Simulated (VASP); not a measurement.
# TaN (I4/mmm) in VASP: further runs

TaN is run at these levels: r2SCAN; tasks: single point.

Program: VASP 6.6.1. These are calculated values, not measurements. Logs are shortened: lines on timing, memory, paths and dates and some standing lists are left out, and cuts for length are marked.

## 1. The cell of the first run

Symmetry: I4/mmm, No. 139, tetragonal system. The conventional cell has a = 2.835 Å, b = 2.835 Å, c = 4.184 Å, α = 90.00°, β = 90.00°, γ = 90.00°. Ta (site symmetry 4/mmm) has 6 N at 2.00 to 2.09 Å within 2.7 Å. N (site symmetry 4/mmm) has 6 Ta at 2.00 to 2.09 Å within 2.7 Å.

## 2. Single point, r2SCAN (strain -0.080 along x and y, -0.040 along z)

POSCAR

```
TaN
1.0
    0.0000000000      2.0046800000      2.0918400000
    2.0046800000      0.0000000000      2.0918400000
    2.0046800000      2.0046800000      0.0000000000
Ta N
1 1
Direct
    0.5000000000      0.5000000000      0.5000000000
    0.0000000000      0.0000000000      0.0000000000
```

INCAR.step1

```
PREC     = Accurate       # precision mode
ENCUT    = 520            # plane-wave cutoff, eV
ISMEAR   = 0              # smearing method
SIGMA    = 0.15           # smearing width, eV
LREAL    = F              # projectors in reciprocal space
LASPH    = T              # aspherical terms in the spheres
NELM     = 60             # most SCF steps
NBANDS   = 15             # bands
GGA      = PE             # functional
ALGO     = Normal         # electronic algorithm
EDIFF    = 1E-4           # SCF threshold, eV
LWAVE    = T              # write WAVECAR
LCHARG   = F              # write CHGCAR
```

INCAR.step2

```
PREC     = Accurate       # precision mode
ENCUT    = 520            # plane-wave cutoff, eV
EDIFF    = 1E-6           # SCF threshold, eV
ISMEAR   = 0              # smearing method
SIGMA    = 0.15           # smearing width, eV
LREAL    = F              # projectors in reciprocal space
LASPH    = T              # aspherical terms in the spheres
NELM     = 60             # most SCF steps
ALGO     = Normal         # electronic algorithm
ISIF     = 2              # what is computed and relaxed
LWAVE    = F              # write WAVECAR
LCHARG   = T              # write CHGCAR
METAGGA  = R2SCAN         # meta-GGA
LMIXTAU  = T            
LELF     = T              # ELF
LVHAR    = T            
NBANDS   = 15             # bands
ISTART   = 1
```

KPOINTS

```
Automatic mesh
0
Gamma
  18 18 18
```

Potentials or basis: VASP PAW PBE potentials, release 64 (Ta_pv, N).

Launch:

```
$ cat potpaw_PBE.64/Ta_pv/POTCAR potpaw_PBE.64/N/POTCAR > POTCAR
$ cp INCAR.step1 INCAR
$ mpirun -np 1 vasp_std > vasp.out
$ cp INCAR.step2 INCAR
$ mpirun -np 1 vasp_std > vasp.out
```

OUTCAR:

```text
PREC = Accurate
   ENCUT = 520
   EDIFF = 1E-6
   ISMEAR = 0
   LREAL = F
   LASPH = T
   NELM = 60
   ISIF = 2
   METAGGA = R2SCAN
   ISTART = 1

 ion  position               nearest neighbor table
   1  0.500  0.500  0.500-   2 2.00   2 2.00   2 2.00   2 2.00   2 2.09   2 2.09
   2  0.000  0.000  0.000-   1 2.00   1 2.00   1 2.00   1 2.00   1 2.09   1 2.09

  LATTYP: Found a body centered tetragonal cell.
 ALAT       =     2.8350456442
 C/A-ratio  =     1.4757011086

  Lattice vectors:

 A1 = (  -2.0046800000,   0.0000000000,   2.0918400000)
 A2 = (   2.0046800000,   0.0000000000,   2.0918400000)
 A3 = (   0.0000000000,   2.0046800000,  -2.0918400000)

Analysis of symmetry for initial positions (statically):
=====================================================================
 Subroutine PRICEL returns:
 Original cell was already a primitive cell.

 Routine SETGRP: Setting up the symmetry group for a
 body centered tetragonal supercell.

 Subroutine GETGRP returns: Found 16 space group operations
 (whereof 16 operations were pure point group operations)
 out of a pool of 16 trial point group operations.

The static configuration has the point symmetry D_4h.

Analysis of symmetry for dynamics (positions and initial velocities):
=====================================================================
 Subroutine PRICEL returns:
 Original cell was already a primitive cell.

 Routine SETGRP: Setting up the symmetry group for a
 body centered tetragonal supercell.

 Subroutine GETGRP returns: Found 16 space group operations
 (whereof 16 operations were pure point group operations)
 out of a pool of 16 trial point group operations.

The dynamic configuration has the point symmetry D_4h.

 Subroutine INISYM returns: Found 16 space group operations
 (whereof 16 operations are pure point group operations),
 and found     1 'primitive' translations

----------------------------------------------------------------------------------------

                                     Primitive cell

  volume of cell :      16.8131

  direct lattice vectors                    reciprocal lattice vectors
     0.000000000  2.004680000  2.091840000    -0.249416366  0.249416366  0.239024017
     2.004680000  0.000000000  2.091840000     0.249416366 -0.249416366  0.239024017
     2.004680000  2.004680000  0.000000000     0.249416366  0.249416366 -0.239024017

  length of vectors
     2.897332651  2.897332651  2.835045644     0.426086291  0.426086291  0.426086291

  position of ions in fractional coordinates (direct lattice)
[... 91 lines left out ...]
   NUPDOWN=      -1.0000    fix difference up-down
   EMIN   =  10.00;   EMAX   =-10.00  energy-range for DOS
   EFERMI =   0.00;   METHOD = LEGACY
   ISMEAR =     0;   SIGMA  =   0.15  broadening in eV -4-tet -1-fermi 0-gaus
   EFERMI_NEDOS =   21; number of points for ismear=-14 and -15
   IALGO  =     38    algorithm
   IMIX   =      4    mixing-type and parameters
     AMIX     =   0.40;   BMIX     =  1.00
     AMIX_MAG =   1.60;   BMIX_MAG =  1.00
  volume/ion in A,a.u.               =       8.41        56.73
  Fermi-wavevector in a.u.,A,eV,Ry     =   1.610270  3.042969 35.279480  2.592969
  Thomas-Fermi vector in A             =   2.705847
   LORBIT       =      0    0 simple, 1 ext, 2 COOP (PROOUT), +10 PAW based schemes
   METAGGA = R2SCAN    functional components
   LHFCALC =     F    Hartree Fock is set to
   AEXX    =    0.0000 exact exchange contribution
   IVDW    =     0    specifies the selected vdW correction
   LEPSILON=     F    determine dielectric tensor
   LRPA    =     F    only Hartree local field effects (RPA)
 non-spin polarized calculation
 Gauss-broadening in eV      SIGMA  =   0.15
  energy-cutoff  :      520.00
  volume of cell :       16.81
 maximum number of plane-waves:       468
 NGX is ok and might be reduce to    24
   NGX = 11   NGY = 11   NGZ = 11

 number of electron      16.0000001 magnetization

 Free energy of the ion-electron system (eV)
  ---------------------------------------------------
  ext. energy  EPLUGINS =         0.00000000
  ---------------------------------------------------
  free energy    TOTEN  =       -57.90199539 eV

  energy without entropy =      -57.89535149  energy(sigma->0) =      -57.89867344

 E-fermi :  12.4751     XC(G=0): -16.0160

 val. band max:       12.4743229260   @ k =  -0.3333   0.0556   0.2778
 cond. band min:      12.4774641118   @ k =   0.2222   0.1667   0.0556
 fundamental gap:      0.0031411858
 Fermi energy:        12.4751018837

 k-point     1 :       0.0000    0.0000    0.0000
  band No.  band energies     occupation
      1     -24.1998      2.00000
      2     -24.1998      2.00000
      3     -24.1867      2.00000
      4      -9.5520      2.00000
      5       7.3632      2.00000
      6       7.7583      2.00000
      7       7.7583      2.00000
      8       9.0678      2.00000
      9       9.7631      2.00000
     10       9.7631      2.00000
     11      11.9770      2.00000
     12      13.0014      0.00000
     13      16.9350      0.00000
     14      22.5417      0.00000
[... 401 lines left out ...]
      2     -24.3581      2.00000
      3     -24.2160      2.00000
      4      -7.4132      2.00000
      5       3.0499      2.00000
      6       4.0826      2.00000
      7       4.4685      2.00000
      8      11.3292      2.00000
      9      11.4905      2.00000
     10      12.5953      0.25722
     11      15.6825      0.00000
     12      19.2518      0.00000
     13      20.2743      0.00000
     14      22.8407      0.00000
     15      27.3465      0.00000

 [... further k-points ...]

------------------------ aborting loop because EDIFF is reached ----------------------------------------

  FORCE on cell =-STRESS in cart. coord.  units (eV):
  Direction    XX          YY          ZZ          XY          YZ          ZX
  --------------------------------------------------------------------------------------
  -------------------------------------------------------------------------------------
  Total       17.4948251     17.4948251     10.4216569      0.0000000      0.0000000      0.0000000
  in kB     1667.1382412   1667.1382412    993.1132619      0.0000000      0.0000000      0.0000000
  external PRESSURE =    1442.4632481 kB  Pullay stress =       0.0000000 kB

 VOLUME and BASIS-vectors are now :
 -----------------------------------------------------------------------------
  energy-cutoff  :      520.00
  volume of cell :       16.81
      direct lattice vectors                 reciprocal lattice vectors
     0.000000000  2.004680000  2.091840000    -0.249416366  0.249416366  0.239024017
     2.004680000  0.000000000  2.091840000     0.249416366 -0.249416366  0.239024017
     2.004680000  2.004680000  0.000000000     0.249416366  0.249416366 -0.239024017

 POSITION                                       TOTAL-FORCE (eV/Angst)
 -----------------------------------------------------------------------------------
      2.00468      2.00468      2.09184         0.000000     -0.000000     -0.000000
      0.00000      0.00000      0.00000        -0.000000      0.000000      0.000000
 -----------------------------------------------------------------------------------
    total drift:                                0.000000     -0.000000     -0.000000

  FREE ENERGIE OF THE ION-ELECTRON SYSTEM (eV)
  ---------------------------------------------------
  free  energy   TOTEN  =       -57.9019953890 eV

  energy  without entropy=      -57.8953514906  energy(sigma->0) =      -57.89867344
```

OUTCAR.step1:

```text
PREC = Accurate
   ENCUT = 520
   ISMEAR = 0
   LREAL = F
   LASPH = T
[... 654 lines left out ...]
 -----------------------------------------------------------------------------------
      2.00468      2.00468      2.09184        -0.000000      0.000000      0.000000
      0.00000      0.00000      0.00000         0.000000     -0.000000      0.000000
 -----------------------------------------------------------------------------------
    total drift:                                0.000000     -0.000000     -0.000000

  FREE ENERGIE OF THE ION-ELECTRON SYSTEM (eV)
  ---------------------------------------------------
  free  energy   TOTEN  =       -20.0115462806 eV

  energy  without entropy=      -20.0046443876  energy(sigma->0) =      -20.00809533
```

Run time: 5.4 min. Hardware: 1 thread of Intel Xeon Platinum 8488C (Sapphire Rapids), shared host; peak memory 0.25 GiB.

Results:

```
Free energy            : -57.9020 eV
Pressure               : 144.2 GPa
Band gap on the k mesh : zero (bands 8 and 9 overlap by 5.33 eV)
```

Levels at points of the mesh, in eV from the Fermi level:
```csv
k point,band 5,band 6,band 7,band 8,band 9,band 10,band 11,band 12
"(0.00, 0.00, 0.00)",-5.11,-4.72,-4.72,-3.41,-2.71,-2.71,-0.50,0.53
"(0.50, 0.00, 0.00)",-12.96,-10.02,-9.97,2.58,2.85,3.15,4.95,9.90
"(0.50, 0.50, 0.00)",-7.71,-7.45,-5.27,-5.27,3.00,5.08,5.08,7.45
"(0.50, 0.00, 0.50)",-7.55,-7.01,-5.76,-5.30,2.95,4.63,5.51,7.92
```

Caveat: the cell differs from its parent crystal (strain -0.080 along x and y, -0.040 along z); the stress differs along the axes, from 99 to 167 GPa; the PAW data sets were made with another functional, which shifts forces and pressure a little; spin-orbit coupling is left out, which moves the levels of the heavy elements.

## 3. Single point, r2SCAN (strain +0.000 along x and y, -0.040 along z)

POSCAR

```
TaN
1.0
    0.0000000000      2.1790000000      2.0918400000
    2.1790000000      0.0000000000      2.0918400000
    2.1790000000      2.1790000000      0.0000000000
Ta N
1 1
Direct
    0.5000000000      0.5000000000      0.5000000000
    0.0000000000      0.0000000000      0.0000000000
```

INCAR.step1

```
SYSTEM = TaN
PREC     = Accurate       ! precision mode
ENCUT    = 520            ! plane-wave cutoff, eV
ISMEAR   = 0              ! smearing method
SIGMA    = 0.15           ! smearing width, eV
LREAL    = .False.        ! projectors in reciprocal space
LASPH    = .True.         ! aspherical terms in the spheres
NELM     = 100            ! most SCF steps
NBANDS   = 15             ! bands
GGA      = PE             ! functional
ALGO     = Normal         ! electronic algorithm
EDIFF    = 1E-4           ! SCF threshold, eV
LWAVE    = .True.         ! write WAVECAR
LCHARG   = .False.        ! write CHGCAR
```

INCAR.step2

```
SYSTEM = TaN
PREC     = Accurate       ! precision mode
ENCUT    = 520            ! plane-wave cutoff, eV
EDIFF    = 1E-6           ! SCF threshold, eV
ISMEAR   = 0              ! smearing method
SIGMA    = 0.15           ! smearing width, eV
LREAL    = .False.        ! projectors in reciprocal space
LASPH    = .True.         ! aspherical terms in the spheres
NELM     = 100            ! most SCF steps
ALGO     = Normal         ! electronic algorithm
ISIF     = 2              ! what is computed and relaxed
LWAVE    = .False.        ! write WAVECAR
LCHARG   = .False.        ! write CHGCAR
METAGGA  = R2SCAN         ! meta-GGA
LMIXTAU  = .True.       
NBANDS   = 15             ! bands
ISTART   = 1
```

KPOINTS

```
regular mesh
0
Gamma
  18 18 18
  0 0 0
```

Potentials or basis: VASP PAW PBE potentials, release 64 (Ta_pv, N).

Launch:

```
$ cat potpaw_PBE.64/Ta_pv/POTCAR potpaw_PBE.64/N/POTCAR > POTCAR
$ cp INCAR.step1 INCAR
$ mpirun -np 1 vasp_std > vasp.out
$ cp INCAR.step2 INCAR
$ mpirun -np 1 vasp_std > vasp.out
```

OUTCAR:

```text
SYSTEM = TaN
   PREC = Accurate
   ENCUT = 520
   EDIFF = 1E-6
   ISMEAR = 0
   LREAL = .False.
   LASPH = .True.
   NELM = 100
   ISIF = 2
   METAGGA = R2SCAN
   ISTART = 1

 ion  position               nearest neighbor table
   1  0.500  0.500  0.500-   2 2.09   2 2.09   2 2.18   2 2.18   2 2.18   2 2.18
   2  0.000  0.000  0.000-   1 2.09   1 2.09   1 2.18   1 2.18   1 2.18   1 2.18

  LATTYP: Found a body centered tetragonal cell.
 ALAT       =     3.0815713524
 C/A-ratio  =     1.3576450199

  Lattice vectors:

[... 620 lines left out ...]

  FORCE on cell =-STRESS in cart. coord.  units (eV):
  Direction    XX          YY          ZZ          XY          YZ          ZX
  --------------------------------------------------------------------------------------
  -------------------------------------------------------------------------------------
  Total        2.3851868      2.3851868      6.9410198      0.0000000     -0.0000000      0.0000000
  in kB      192.3800589    192.3800589    559.8361565      0.0000000     -0.0000000      0.0000000
  external PRESSURE =     314.8654247 kB  Pullay stress =       0.0000000 kB

 VOLUME and BASIS-vectors are now :
 -----------------------------------------------------------------------------
  energy-cutoff  :      520.00
  volume of cell :       19.86
      direct lattice vectors                 reciprocal lattice vectors
     0.000000000  2.179000000  2.091840000    -0.229463056  0.229463056  0.239024017
     2.179000000  0.000000000  2.091840000     0.229463056 -0.229463056  0.239024017
     2.179000000  2.179000000  0.000000000     0.229463056  0.229463056 -0.239024017

 POSITION                                       TOTAL-FORCE (eV/Angst)
 -----------------------------------------------------------------------------------
      2.17900      2.17900      2.09184         0.000000     -0.000000      0.000000
      0.00000      0.00000      0.00000        -0.000000      0.000000     -0.000000
 -----------------------------------------------------------------------------------
    total drift:                                0.000000     -0.000000     -0.000000

  FREE ENERGIE OF THE ION-ELECTRON SYSTEM (eV)
  ---------------------------------------------------
  free  energy   TOTEN  =       -59.4396871999 eV

  energy  without entropy=      -59.4318245350  energy(sigma->0) =      -59.43575587
```

It took 3.7 min on 1 thread of Intel Xeon Platinum 8488C (Sapphire Rapids), shared host; peak memory 0.26 GiB.

Results:

```
Free energy            : -59.4397 eV
Pressure               : 31.5 GPa
Band gap on the k mesh : zero (bands 8 and 9 overlap by 4.46 eV)
```

Caveat: the cell differs from its parent crystal (strain +0.000 along x and y, -0.040 along z); the stress differs along the axes, from 19 to 56 GPa; the PAW data sets were made with another functional, which shifts forces and pressure a little; spin-orbit coupling is left out, which moves the levels of the heavy elements.

## 4. Single point, r2SCAN (strain +0.000 along x and y, +0.080 along z)

POSCAR

```
TaN
1.0
    0.0000000000      2.1790000000      2.3533200000
    2.1790000000      0.0000000000      2.3533200000
    2.1790000000      2.1790000000      0.0000000000
Ta N
1 1
Direct
    0.5000000000      0.5000000000      0.5000000000
    0.0000000000      0.0000000000      0.0000000000
```

INCAR.step1

```
SYSTEM = TaN
ALGO = Normal
EDIFF = 1E-4
ENCUT = 520
GGA = PE
ISMEAR = 0
LASPH = .True.
LCHARG = .False.
LREAL = .False.
LWAVE = .True.
NBANDS = 15
NELM = 60
PREC = Accurate
SIGMA = 0.15
```

INCAR.step2

```
SYSTEM = TaN
ALGO = Normal
EDIFF = 1E-6
ENCUT = 520
ISIF = 2
ISMEAR = 0
ISTART = 1
LASPH = .True.
LCHARG = .False.
LMIXTAU = .True.
LREAL = .False.
LWAVE = .False.
METAGGA = R2SCAN
NBANDS = 15
NELM = 60
PREC = Accurate
SIGMA = 0.15
```

KPOINTS

```
k-points
0
Gamma
  18 18 18
  0 0 0
```

Launch:

```
$ cat potpaw_PBE.64/Ta_pv/POTCAR potpaw_PBE.64/N/POTCAR > POTCAR
$ cp INCAR.step1 INCAR
$ mpirun -np 1 vasp_std > vasp.out
$ cp INCAR.step2 INCAR
$ mpirun -np 1 vasp_std > vasp.out
```

It took 3.3 min on 1 thread of Intel Xeon Platinum 8488C (Sapphire Rapids), shared host; peak memory 0.28 GiB.

It converged, with:

```yaml
Free_energy: -59.4847 eV
Pressure: -10.0 GPa
Band_gap_on_the_k_mesh: zero (bands 8 and 9 overlap by 3.48 eV)
```

Stress tensor (GPa, compression positive):
```
 -2.00   0.00   0.00
  0.00  -2.00   0.00
  0.00   0.00 -25.89
```

Levels at points of the mesh, in eV from the Fermi level:
```
           k point  band 5  band 6  band 7  band 8  band 9  band 10  band 11  band 12
(0.00, 0.00, 0.00)   -4.10   -3.90   -3.90   -2.57   -1.64    -1.64    -1.04     0.64
(0.50, 0.00, 0.00)  -10.39   -7.66   -7.66    1.64    1.94     2.26     3.88     6.18
(0.50, 0.50, 0.00)   -7.36   -5.16   -4.61   -4.61    2.07     3.26     3.26     4.06
(0.50, 0.00, 0.50)   -6.68   -5.24   -5.00   -4.87    1.82     2.76     3.84     4.70
```

Caveat: the cell differs from its parent crystal (strain +0.000 along x and y, +0.080 along z); the stress differs along the axes, from -26 to -2 GPa; the PAW data sets were made with another functional, which shifts forces and pressure a little; spin-orbit coupling is left out, which moves the levels of the heavy elements.

## 5. The runs side by side

```tsv
cell	gap on the mesh (eV)	pressure (GPa)
a = 2.897, b = 2.897, c = 2.835 Å, angles 60.7, 60.7, 58.6°, 2 atoms	none	144.2
a = 3.021, b = 3.021, c = 3.082 Å, angles 59.3, 59.3, 61.3°, 2 atoms	none	31.5
a = 3.207, b = 3.207, c = 3.082 Å, angles 61.3, 61.3, 57.4°, 2 atoms	none	-10.0
```

Alike in all rows: task single point; level r2SCAN; potentials or basis VASP PAW PBE potentials, release 64 (Ta_pv, N); no spin polarisation; k mesh 18 × 18 × 18; cutoff (eV) 520; smearing gaussian 0.15 eV.

Caveats: the PAW data sets were made with another functional, which shifts forces and pressure a little; spin-orbit coupling is left out, which moves the levels of the heavy elements; the stress differs along the axes, from 99 to 167 GPa (at least some runs); the stress differs along the axes, from 19 to 56 GPa (at least some runs); the stress differs along the axes, from -26 to -2 GPa (at least some runs).

Absolute energies hang on the potentials; compare differences alone.
